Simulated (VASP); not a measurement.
**Zr3O: single point with r2SCAN**

The system is Zr3O.

```
Zr O
1.0
     5.65187    0.00000    0.00000
    -2.82594    4.89466    0.00000
     0.00000    0.00000    5.19368
Zr O
6 2
Direct
  0.33988 0.00000 0.00000
  0.33988 0.33988 0.50000
  0.00000 0.33988 0.00000
  0.66012 0.00000 0.50000
  0.66012 0.66012 0.00000
  0.00000 0.66012 0.50000
  0.33333 0.66667 0.25000
  0.66667 0.33333 0.75000
```

| Item | Value |
| --- | --- |
| Program | VASP 6.6.1 |
| Task | single point |
| Functional | r2SCAN |
| Potentials or basis | VASP PAW PBE potentials, release 64 (Zr_sv, O) |
| Cutoff | 520 eV |
| k mesh | 12 × 12 × 8 |
| Occupations | gaussian, width 0.15 eV |
| Spin | no spin polarisation |

The pressure is 0.1 GPa and the largest force is 0.006 eV/Å. The band gap on the k mesh is zero (bands 42 and 43 overlap by 0.90 eV).

Forces on the atoms (eV/Å):
```
Zr   0.006  0.000  0.000
Zr   0.003  0.006  0.000
Zr  -0.003  0.006  0.000
Zr  -0.006  0.000  0.000
Zr  -0.003 -0.006  0.000
Zr   0.003 -0.006  0.000
O    0.000  0.000  0.000
O    0.000  0.000  0.000
```

Stress tensor (GPa, compression positive):
```
0.05 0.00 0.00
0.00 0.05 0.00
0.00 0.00 0.20
```

Levels at points of the mesh, in eV from the Fermi level:
| k point | band 38 | band 39 | band 40 | band 41 | band 42 | band 43 | band 44 | band 45 | band 46 | band 47 |
| --- | --- | --- | --- | --- | --- | --- | --- | --- | --- | --- |
| (0.00, 0.00, 0.00) | -1.51 | -1.13 | -1.13 | 0.03 | 0.70 | 0.70 | 0.90 | 0.90 | 0.91 | 1.46 |
| (0.50, 0.00, 0.00) | -1.56 | -1.55 | -0.96 | -0.78 | -0.40 | 0.63 | 1.19 | 1.28 | 1.40 | 2.09 |
| (0.00, 0.00, 0.50) | -1.17 | -0.36 | -0.36 | -0.06 | -0.06 | 0.02 | 0.02 | 0.02 | 0.02 | 1.70 |
| (0.50, 0.00, 0.50) | -1.14 | -0.96 | -0.96 | -0.47 | -0.47 | 0.15 | 0.15 | 1.09 | 1.09 | 1.65 |

Run time: 77 min on 1 thread of Oxide Virtual Turin-like Processor (shared host), peak memory 0.59 GiB.

Caveat: the PAW data sets were made with another functional, which shifts forces and pressure a little.
